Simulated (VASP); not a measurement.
**SiC: single point with PBE**

Crystal: SiC.

```xyz
12
Lattice="3.0934 0.0000 0.0000 -1.5467 2.6789 0.0000 0.0000 0.0000 15.2042" Properties=species:S:1:pos:R:3 pbc="T T T"
Si    0.0000    0.0000   -0.0013
Si    0.0000    1.7859    2.5358
Si    0.0000    0.0000    5.0678
Si    1.5467    0.8930    7.6008
Si    0.0000    0.0000   10.1326
Si    0.0000    1.7859   12.6658
C     0.0000    0.0000    1.9035
C     0.0000    1.7859    4.4410
C     0.0000    0.0000    6.9676
C     1.5467    0.8930    9.5066
C     0.0000    0.0000   12.0327
C     0.0000    1.7859   14.5712
```

* Program: VASP 6.6.1
* Task: single point
* Functional: PBE
* Potentials or basis: VASP PAW PBE potentials, release 64 (Si, C)
* Cutoff: 520 eV
* k mesh: 12 × 12 × 2
* Occupations: gaussian, width 0.02 eV
* Spin: no spin polarisation
* Dipole correction: no
* Further INCAR settings: ALGO = Normal; EDIFF = 1e-07; NBANDS = 36

```yaml
Pressure: -0.1 GPa
Band_gap_on_the_k_mesh: 2.28 eV, indirect (least direct gap 3.52 eV)
```

Levels at points of the mesh, in eV from the valence-band top:
| k point | band 20 | band 21 | band 22 | band 23 | band 24 | band 25 | band 26 | band 27 | band 28 | band 29 |
| --- | --- | --- | --- | --- | --- | --- | --- | --- | --- | --- |
| (0.00, 0.00, 0.00) | -0.33 | -0.33 | -0.08 | 0.00 | 0.00 | 4.83 | 5.22 | 5.36 | 6.08 | 6.35 |
| (0.50, 0.00, 0.00) | -2.14 | -2.06 | -1.84 | -1.82 | -1.14 | 2.38 | 2.54 | 3.08 | 3.38 | 3.97 |
| (0.00, 0.00, 0.50) | -0.63 | -0.13 | -0.13 | -0.08 | -0.08 | 4.86 | 5.06 | 5.60 | 6.04 | 6.51 |
| (0.50, 0.00, 0.50) | -2.37 | -2.22 | -1.68 | -1.37 | -1.33 | 2.28 | 2.46 | 2.98 | 3.55 | 4.29 |

Wall time 110 s on 1 thread of Intel(R) Xeon(R) 6975P-C (Granite Rapids) (shared host), peak memory 0.3 GiB.

A k mesh can miss the band edges. As with any semilocal functional, this PBE gap is likely too small.
